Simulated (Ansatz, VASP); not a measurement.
**CdInS2: VASP beside Ansatz**

INCAR

```
PREC = Accurate
ENCUT = 520
EDIFF = 1E-6
ISMEAR = 0
SIGMA = 0.15
LREAL = F
LASPH = T
NELM = 100
ALGO = Normal
ISIF = 2
LWAVE = F
LCHARG = F
GGA = PE
NBANDS = 26
```

The input KPOINTS:

```
Automatic mesh
0
Gamma
  12 12 6
```

Contents of POSCAR:

```
CdInS2
1.0
    4.0863836495      0.0000000000      0.0000000000
   -2.0431918247      3.5389120501      0.0000000000
    0.0000000000      0.0000000000      6.1115953862
Cd In S
1 1 2
Direct
    0.0000000000      0.0000000000      0.0000000000
    0.0000000000      0.0000000000      0.5000000000
    0.6666666667      0.3333333333      0.7456400186
    0.3333333333      0.6666666667      0.2543599814
```

Input for Ansatz:

```yaml
crystal:
  lattice:
    - [4.0863836495, 0.0, 0.0]
    - [-2.0431918247, 3.5389120501, 0.0]
    - [0.0, 0.0, 6.1115953862]
  atoms:
    - { symbol: Cd, position: [0.0, 0.0, 0.0] }
    - { symbol: In, position: [0.0, 0.0, 0.5] }
    - { symbol: S, position: [0.6666666667, 0.3333333333, 0.7456400186] }
    - { symbol: S, position: [0.3333333333, 0.6666666667, 0.2543599814] }
basis:
  ecutwfc: 420
kpoints:
  mp_grid: { grid: [12, 12, 6] }
hamiltonian:
  xc: pbe
scf:
  occupations: { method: gaussian, width: 0.15 }
output:
  forces: true
  stress: true
  eigenvalues: true
```

Alike in both runs: task single point; functional PBE; k mesh 12 × 12 × 6; occupations gaussian, width 0.15 eV; no spin polarisation.

|  | VASP | Ansatz |
| --- | --- | --- |
| version | VASP 6.6.1 | Ansatz 0.2.0 |
| potentials or method | VASP PAW PBE potentials, release 64 (Cd, In_d, S), cutoff 520 eV | scalar-relativistic, plane waves, PAW |
| valence electrons in the cell | 37 | 45 |

```tsv
	VASP	Ansatz	Ansatz less VASP
gap on the k mesh at the Fermi level (eV)	none	none	-
pressure (GPa)	1.9	1.8	-0.13
traceless stress, the component that is largest in VASP (GPa)	7.45	7.42	-0.023
rms of the force components (eV/Å)	0.192	0.201	+0.0091
```

Atom by atom the forces differ by 0.009 eV/Å (rms over components). A gap of «none» marks a metal or a gap that the smearing closes. VASP's potentials hold 37 valence electrons a cell and Ansatz's 45, so a difference there can come from the potentials and not from the codes.
